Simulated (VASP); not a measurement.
# Ta2C (P-3m1) in VASP: further runs, part 3 of 3

VASP 6.6.1. Earlier steps stand in the parts before.

## Step 5: Relaxation of cell and atoms, PBEsol, target pressure 20 GPa, at which the enthalpy is minimised

This run uses another cell than the first one, of 12.75 Å³/atom.

The input, INCAR:

```
  PREC = Accurate
  ENCUT = 600
  EDIFF = 1E-6
  ISMEAR = 0
  SIGMA = 0.1
  LREAL = F
  LASPH = T
  NELM = 100
  ALGO = Fast
  ISIF = 3
  LWAVE = F
  LCHARG = F
  GGA = PS
  IBRION = 2
  NSW = 70
  EDIFFG = -0.008
  PSTRESS = 200.0
```

The input, KPOINTS:

```
regular mesh
0
Gamma
  18 18 8
```

The input, POSCAR:

```
Ta2C
1.0
    3.0281811584      0.0000000000      0.0000000000
   -1.5140905792      2.6224818105      0.0000000000
    0.0000000000      0.0000000000      4.8168421179
Ta C
2 1
Direct
    0.3333333333      0.6666666667      0.2547852662
    0.6666666667      0.3333333333      0.7452147338
    0.0000000000      0.0000000000      0.0000000000
```

Potentials or basis: VASP PAW PBE potentials, release 64 (Ta_pv, C).

Command:

```
> cat potpaw_PBE.64/Ta_pv/POTCAR potpaw_PBE.64/C/POTCAR > POTCAR
> mpirun -np 1 vasp_std > vasp.out
```

OUTCAR:

```text
PREC = Accurate
   ENCUT = 600
   EDIFF = 1E-6
   ISMEAR = 0
   LREAL = F
   LASPH = T
   NELM = 100
   ISIF = 3
   GGA = PS
   IBRION = 2
   NSW = 70
   EDIFFG = -0.008
   PSTRESS = 200.0

 ion  position               nearest neighbor table
   1  0.333  0.667  0.255-   3 2.14   3 2.14   3 2.14   2 2.94   2 2.94   2 2.94   2 3.01   2 3.01
                             2 3.01
   2  0.667  0.333  0.745-   3 2.14   3 2.14   3 2.14   1 2.94   1 2.94   1 2.94   1 3.01   1 3.01
                             1 3.01
   3  0.000  0.000  0.000-   1 2.14   2 2.14   2 2.14   1 2.14   2 2.14   1 2.14

  LATTYP: Found a hexagonal cell.
 ALAT       =     3.0281811584
 C/A-ratio  =     1.5906717154

  Lattice vectors:

 A1 = (   3.0281811584,   0.0000000000,   0.0000000000)
 A2 = (  -1.5140905792,   2.6224818105,   0.0000000000)
 A3 = (   0.0000000000,   0.0000000000,   4.8168421179)

Analysis of symmetry for initial positions (statically):
=====================================================================
 Subroutine PRICEL returns:
 Original cell was already a primitive cell.

 Routine SETGRP: Setting up the symmetry group for a
 hexagonal supercell.

 Subroutine GETGRP returns: Found 12 space group operations
 (whereof 12 operations were pure point group operations)
 out of a pool of 24 trial point group operations.

The static configuration has the point symmetry D_3d.

Analysis of symmetry for dynamics (positions and initial velocities):
=====================================================================
 Subroutine PRICEL returns:
 Original cell was already a primitive cell.

 Routine SETGRP: Setting up the symmetry group for a
 hexagonal supercell.

 Subroutine GETGRP returns: Found 12 space group operations
 (whereof 12 operations were pure point group operations)
 out of a pool of 24 trial point group operations.

The dynamic configuration has the point symmetry D_3d.

 Subroutine INISYM returns: Found 12 space group operations
 (whereof 12 operations are pure point group operations),
 and found     1 'primitive' translations

----------------------------------------------------------------------------------------

                                     Primitive cell

  volume of cell :      38.2522

  direct lattice vectors                    reciprocal lattice vectors
     3.028181158  0.000000000  0.000000000     0.330231234  0.190659092  0.000000000
    -1.514090579  2.622481811  0.000000000     0.000000000  0.381318183  0.000000000
     0.000000000  0.000000000  4.816842118     0.000000000  0.000000000  0.207604895

  length of vectors
     3.028181158  3.028181158  4.816842118     0.381318183  0.381318183  0.207604895

  position of ions in fractional coordinates (direct lattice)
     0.333333333  0.666666667  0.254785266
     0.666666667  0.333333333  0.745214734
     0.000000000  0.000000000  0.000000000

  ion indices of the primitive-cell ions
   primitive index   ion index
                 1           1
                 2           2
                 3           3

----------------------------------------------------------------------------------------

[... 48 lines left out ...]
  0.333333  0.111111  0.000000     12.000000
  0.388889  0.111111  0.000000     12.000000
 [... further k-points ...]
   k-points           NKPTS =    266   k-points in BZ     NKDIM =    266   number of bands    NBANDS=     17
   number of dos      NEDOS =    301   number of ions     NIONS =      3
   total plane-waves  NPLWV =  23040
   dimension x,y,z NGX =    24 NGY =   24 NGZ =   40
   dimension x,y,z NGXF=    48 NGYF=   48 NGZF=   80
   ions per type =               2   1
   NGX,Y,Z   is equivalent  to a cutoff of  13.18, 13.18, 13.81 a.u.
   NGXF,Y,Z  is equivalent  to a cutoff of  26.35, 26.35, 27.61 a.u.
 SYSTEM =  unknown system
   PREC   = accura    normal or accurate (medium, high low for compatibility)
   ISTART =      0    job   : 0-new  1-cont  2-samecut
   ICHARG =      2    charge: 1-file 2-atom 10-const
   ISPIN  =      1    spin polarized calculation?
   LNONCOLLINEAR =      F non collinear calculations
   LSORBIT =      F    spin-orbit coupling
   LASPH  =      T    aspherical Exc in radial PAW
   ENCUT  =  600.0 eV  44.10 Ry    6.64 a.u.   6.05  6.05  9.62*2*pi/ulx,y,z
   NELM   =    100;   NELMIN=  2; NELMDL= -5     # of ELM steps
   EDIFF  = 0.1E-05   stopping-criterion for ELM
   LREAL  =      F    real-space projection
   EDIFFG = -.8E-02   stopping-criterion for IOM
   NSW    =     70    number of steps for IOM
   IBRION =      2    ionic relax: 0-MD 1-quasi-New 2-CG
   NFREE  =      1    steps in history (QN), initial steepest desc. (CG)
   ISIF   =      3    stress and relaxation
   ISYM   =      2    0-nonsym 1-usesym 2-fastsym
   POTIM  = 0.5000    time-step for ionic-motion
   TEBEG  =    0.0;   TEEND  =   0.0 temperature during run
   PSTRESS=  200.0 pullay stress
   NELECT =      26.0000    total number of electrons
   NUPDOWN=      -1.0000    fix difference up-down
   EMIN   =  10.00;   EMAX   =-10.00  energy-range for DOS
   EFERMI =   0.00;   METHOD = LEGACY
   ISMEAR =     0;   SIGMA  =   0.10  broadening in eV -4-tet -1-fermi 0-gaus
   EFERMI_NEDOS =   21; number of points for ismear=-14 and -15
   IALGO  =     68    algorithm
   IMIX   =      4    mixing-type and parameters
     AMIX     =   0.40;   BMIX     =  1.00
     AMIX_MAG =   1.60;   BMIX_MAG =  1.00
  volume/ion in A,a.u.               =      12.75        86.05
  Fermi-wavevector in a.u.,A,eV,Ry     =   1.439396  2.720064 28.189388  2.071862
  Thomas-Fermi vector in A             =   2.558256
   LORBIT       =      0    0 simple, 1 ext, 2 COOP (PROOUT), +10 PAW based schemes
   GGA     = PS    functional components
   LHFCALC =     F    Hartree Fock is set to
   AEXX    =    0.0000 exact exchange contribution
   IVDW    =     0    specifies the selected vdW correction
   LEPSILON=     F    determine dielectric tensor
   LRPA    =     F    only Hartree local field effects (RPA)
 conjugate gradient relaxation of ions
 non-spin polarized calculation
 RMM-DIIS sequential band-by-band and
 Gauss-broadening in eV      SIGMA  =   0.10
  energy-cutoff  :      600.00
  volume of cell :       38.25
 maximum number of plane-waves:      1302
   NGX = 13   NGY = 13   NGZ = 19

--------------------------------------- Ionic step        1  -------------------------------------------

 number of electron      25.9999999 magnetization

 Free energy of the ion-electron system (eV)
  ---------------------------------------------------
  ext. energy  EPLUGINS =         0.00000000
  ---------------------------------------------------
  free energy    TOTEN  =       -36.53964986 eV

  energy without entropy =      -36.53615035  energy(sigma->0) =      -36.53790011

------------------------ aborting loop because EDIFF is reached ----------------------------------------

  FORCE on cell =-STRESS in cart. coord.  units (eV):
  Direction    XX          YY          ZZ          XY          YZ          ZX
  --------------------------------------------------------------------------------------
  -------------------------------------------------------------------------------------
  Total        5.1352338      5.1352338      5.2191947      0.0000000      0.0000000      0.0000000
  in kB      215.0869480    215.0869480    218.6036098      0.0000000      0.0000000      0.0000000
  external PRESSURE =      16.2591686 kB  Pullay stress =     200.0000000 kB
[... 143 lines left out ...]
--------------------------------------- Ionic step        5  -------------------------------------------

 number of electron      25.9999999 magnetization

 Free energy of the ion-electron system (eV)
  ---------------------------------------------------
  ext. energy  EPLUGINS =         0.00000000
  ---------------------------------------------------
  free energy    TOTEN  =       -36.55552065 eV

  energy without entropy =      -36.55219826  energy(sigma->0) =      -36.55385945

 E-fermi :   7.0444     XC(G=0): -13.2756

 val. band max:        7.0417288913   @ k =  -0.1111   0.3333   0.2500
 cond. band min:       7.0490132253   @ k =   0.1111   0.0000   0.5000
 fundamental gap:      0.0072843339
 Fermi energy:         7.0444180083

 k-point     1 :       0.0000    0.0000    0.0000
  band No.  band energies     occupation
      1     -27.6996      2.00000
      2     -26.7964      2.00000
      3     -26.7964      2.00000
      4     -26.6520      2.00000
      5     -26.6520      2.00000
      6     -26.5625      2.00000
[... 457 lines left out ...]
      4     -27.0795      2.00000
      5     -26.8287      2.00000
      6     -26.8148      2.00000
[... 9 lines left out ...]
     16      11.8851      0.00000
     17      12.3147      0.00000

 [... further k-points ...]

------------------------ aborting loop because EDIFF is reached ----------------------------------------

  FORCE on cell =-STRESS in cart. coord.  units (eV):
  Direction    XX          YY          ZZ          XY          YZ          ZX
  --------------------------------------------------------------------------------------
  -------------------------------------------------------------------------------------
  Total        4.7839202      4.7839202      4.7753937      0.0000000      0.0000000      0.0000000
  in kB      199.8475764    199.8475764    199.4913867      0.0000000      0.0000000      0.0000000
  external PRESSURE =      -0.2711535 kB  Pullay stress =     200.0000000 kB
[... 22 lines left out ...]
  energy  without entropy=      -36.5521982613  energy(sigma->0) =      -36.55385945

  enthalpy is  TOTEN    =       -31.7679517915 eV   P V=        4.7875688556

 reached required accuracy - stopping structural energy minimisation
```

OSZICAR:

```text
N       E                     dE             d eps       ncg     rms          rms(c)
DAV:   1     0.207149461464E+03    0.20715E+03   -0.16778E+04  9044   0.180E+03
DAV:   2    -0.329822387307E+02   -0.24013E+03   -0.23754E+03 10598   0.448E+02
DAV:   3    -0.403453482643E+02   -0.73631E+01   -0.72606E+01 12279   0.687E+01
[... 51 lines left out ...]
RMM:   3    -0.365554993933E+02    0.10960E-03   -0.12583E-03  9048   0.354E-01    0.431E-02
RMM:   4    -0.365555195241E+02   -0.20131E-04   -0.18705E-04  9607   0.151E-01    0.192E-02
RMM:   5    -0.365555200891E+02   -0.56499E-06   -0.52543E-05  9170   0.707E-02    0.131E-02
RMM:   6    -0.365555205650E+02   -0.47588E-06   -0.10363E-05  9038   0.334E-02    0.360E-03
RMM:   7    -0.365555206470E+02   -0.82042E-07   -0.22608E-06  5886   0.135E-02
   5 F= -.31767952E+02 E0= -.31766291E+02  d E =-.642477E-03
```

CONTCAR:

```text
Ta2C
   1.00000000000000
     3.0302625199103170    0.0000000000000000    0.0000000000000000
    -1.5151312599551585    2.6242843224508157   -0.0000000000000000
     0.0000000000000000    0.0000000000000000    4.8228580501724219
  Ta              C
     2     1
Direct
     0.3333333332999970    0.6666666667000030    0.2565193170219223
     0.6666666667000030    0.3333333332999970    0.7434806829780778
     0.0000000000000000    1.0000000000000000    0.0000000000000000

  0.00000000E+00  0.00000000E+00  0.00000000E+00
  0.00000000E+00  0.00000000E+00  0.00000000E+00
  0.00000000E+00  0.00000000E+00  0.00000000E+00
```

Wall time 11 min (1 thread of AMD EPYC 9755, shared host); peak memory 0.3 GiB.

Results:

- Free energy: -36.5555 eV
- Relaxed volume: 12.78 Å³/atom
- Relaxed cell: a = 3.030 Å, b = 3.030 Å, c = 4.823 Å, α = 90.00°, β = 90.00°, γ = 120.00°
- Space group after relaxing (to 0.1 Å): P-3m1 (No. 164)
- Energy change on relaxing (the run minimises the enthalpy): -5.3 meV/atom
- Ionic steps: 5
- Pressure after relaxing: 20.0 GPa
- Band gap on the k mesh: zero (bands 13 and 14 overlap by 0.87 eV)

Step by step:
| step | energy change (eV) | largest force (eV/Å) | pressure (GPa) | volume (Å³) |
| --- | --- | --- | --- | --- |
| 1 | 0.0000 | 0.3404 | 21.63 | 38.25 |
| 2 | -0.0772 | 0.4308 | 13.66 | 38.97 |
| 3 | -0.0288 | 0.1047 | 19.19 | 38.46 |
| 4 | -0.0031 | 0.1007 | 20.67 | 38.25 |
| 5 | -0.0159 | 0.0001 | 19.97 | 38.35 |

Final structure:
```
CELL_PARAMETERS angstrom
3.03026 0.00000 0.00000
-1.51513 2.62428 0.00000
0.00000 0.00000 4.82286
ATOMIC_POSITIONS crystal
Ta 0.33333 0.66667 0.25652
Ta 0.66667 0.33333 0.74348
C 0.00000 0.00000 0.00000
```

Levels at points of the mesh, in eV from the Fermi level:
```
           k point  band 10  band 11  band 12  band 13  band 14  band 15  band 16  band 17
(0.00, 0.00, 0.00)    -3.68    -2.89    -0.03     0.54     0.54     1.24     1.24     2.44
(0.50, 0.00, 0.00)    -4.17    -4.10    -1.85    -0.09     3.49     3.79     5.18     5.71
(0.00, 0.00, 0.50)    -3.97    -2.12    -1.43    -0.33    -0.33     3.32     3.32     3.78
(0.50, 0.00, 0.50)    -3.63    -2.68    -1.09    -0.89     1.43     1.55     4.82     5.41
```

Caveat: the cell is relaxed towards a set pressure, so the run minimises the enthalpy, not the energy; the PAW data sets were made with another functional, which shifts forces and pressure a little; spin-orbit coupling is left out, which moves the levels of the heavy elements.

## Step 6: Summary

| task | potentials or basis | cell | k mesh | cutoff (eV) | gap on the mesh (eV) | pressure (GPa) | largest force (eV/Å) |
| --- | --- | --- | --- | --- | --- | --- | --- |
| single point | VASP PAW PBE potentials, release 64 (Ta_pv, C) | a = 3.082, b = 3.082, c = 5.020 Å, angles 90.0, 90.0, 120.0°, 3 atoms, atomic positions A | 18 × 18 × 10 | 520 | none | -2.4 | 0.04 |
| single point | VASP PAW PBE potentials, release 64 (Ta_pv, C) | a = 3.080, b = 3.080, c = 5.020 Å, angles 90.0, 90.0, 120.0°, 3 atoms, atomic positions B | 18 × 18 × 10 | 520 | none | -2.2 | 0.04 |
| single point | VASP PAW PBE potentials, release 64 (Ta_sv_GW, C) | a = 2.976, b = 2.976, c = 4.744 Å, angles 90.0, 90.0, 120.0°, 3 atoms, atomic positions C | 18 × 18 × 8 | 700 | none | 40.1 | 0.06 |
| relaxation of cell and atoms | VASP PAW PBE potentials, release 64 (Ta_pv, C) | relaxed to 20 GPa from a = 3.028, b = 3.028, c = 4.817 Å, angles 90.0, 90.0, 120.0°, 3 atoms, atomic positions D | 18 × 18 × 8 | 600 | none | 20.0 | - |

Alike in all rows: level PBEsol; no spin polarisation; smearing gaussian 0.1 eV.

Caveats: the PAW data sets were made with another functional, which shifts forces and pressure a little; spin-orbit coupling is left out, which moves the levels of the heavy elements; the stress differs along the axes, from -8 to 0 GPa (at least some runs); the stress differs along the axes, from -8 to 1 GPa (at least some runs); the cell stands under pressure (at least some runs); the cell is relaxed towards a set pressure, so the run minimises the enthalpy, not the energy (at least some runs).

Absolute energies hang on the potentials; compare differences alone.

The gap in the log of VASP goes by the Fermi energy; the results here count the filled bands.